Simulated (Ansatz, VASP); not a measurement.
**Al3Ni2 in VASP and in Ansatz**

```xyz
5
Lattice="3.6028 0.0000 0.0000 -1.8014 3.1201 0.0000 0.0000 0.0000 4.8595" Properties=species:S:1:pos:R:3 pbc="T T T"
Al    0.0000    0.0000    0.0000
Al    0.0000    2.0801    3.1479
Al    1.8014    1.0400    1.7116
Ni    0.0000    2.0801    0.7074
Ni    1.8014    1.0400    4.1521
```

Change from the starting cell: strain -0.1000 x Voigt [1, 1, 0, 0, 0, 0], atoms carried along.

Alike in both runs: task single point; functional PBEsol; k mesh 12 × 12 × 10; occupations gaussian, width 0.15 eV; no spin polarisation.

```csv
,VASP,Ansatz
version,VASP 6.6.1,Ansatz 0.2.0
potentials or method,"VASP PAW PBE potentials, release 64 (Al, Ni), cutoff 520 eV","scalar-relativistic, plane waves, PAW"
valence electrons in the cell,29,45
```

|  | VASP | Ansatz | Ansatz less VASP |
| --- | --- | --- | --- |
| gap on the k mesh at the Fermi level (eV) | none | none | - |
| pressure (GPa) | 48.3 | 48.3 | +0.07 |
| traceless stress, the component that is largest in VASP (GPa) | -21.29 | -21.39 | -0.104 |
| rms of the force components (eV/Å) | 0.317 | 0.314 | -0.0034 |

VASP's potentials were made for PBE, not for PBEsol. Atom by atom the forces differ by 0.005 eV/Å (rms over components). A gap of «none» marks a metal or a gap that the smearing closes. Both programs put the cell under a high pressure, so it lies far from rest at this level. VASP's potentials hold 29 valence electrons a cell and Ansatz's 45, so a difference there can come from the potentials and not from the codes.
